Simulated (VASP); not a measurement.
Write the native input for VASP 6.6.1 that does the following.

```yaml
Task: single point
Functional: LDA
Potentials_or_basis: VASP PAW LDA potentials, release 64 (Mg, Cd)
Cutoff: 520 eV
k_mesh: 6 × 6 × 5
Occupations: fermi-dirac, width 0.15 eV
Spin: no spin polarisation
Dipole_correction: no
Further_INCAR_settings: ALGO = Normal; EDIFF = 1e-06; NBANDS = 35
```

The structure of MgCd2 lies in POSCAR:

```
MgCd2
1.0
    5.4131700000      0.0000000000      0.0000000000
   -2.7065800000      4.6879400000      0.0000000000
    0.0000000000      0.0000000000      5.0079100000
Mg Cd
2 4
Direct
    0.3333333333      0.6666666667      0.5000000000
    0.6666666667      0.3333333333      0.5000000000
    0.6685100000      0.6685100000      0.0000000000
    0.0000000000      0.0000000000      0.5000000000
    0.0000000000      0.3314900000      0.0000000000
    0.3314900000      0.0000000000      0.0000000000
```

The input as run:

INCAR

```
SYSTEM = MgCd2
  ALGO = Normal
  EDIFF = 1E-6
  ENCUT = 520
  ISIF = 2
  ISMEAR = -1
  LASPH = .True.
  LCHARG = .False.
  LREAL = .False.
  LWAVE = .False.
  NBANDS = 35
  NELM = 60
  PREC = Accurate
  SIGMA = 0.15
```

KPOINTS

```
k-points
0
Gamma
  6 6 5
  0 0 0
```

Potentials or basis: VASP PAW LDA potentials, release 64 (Mg, Cd).

Command:

```sh
$ cat potpaw_LDA.64/Mg/POTCAR potpaw_LDA.64/Cd/POTCAR > POTCAR
$ mpirun -np 1 vasp_std > vasp.out
```

Results of the run:

* Pressure: -3.8 GPa
* Band gap on the k mesh: zero (band 26 reaches 3.55 eV, above the bottom of band 27 at 2.45 eV)

Run time: 68 s on 1 thread of AMD EPYC 7R43 64-Core Processor (Zen 3) (shared host), peak memory 0.2 GiB.
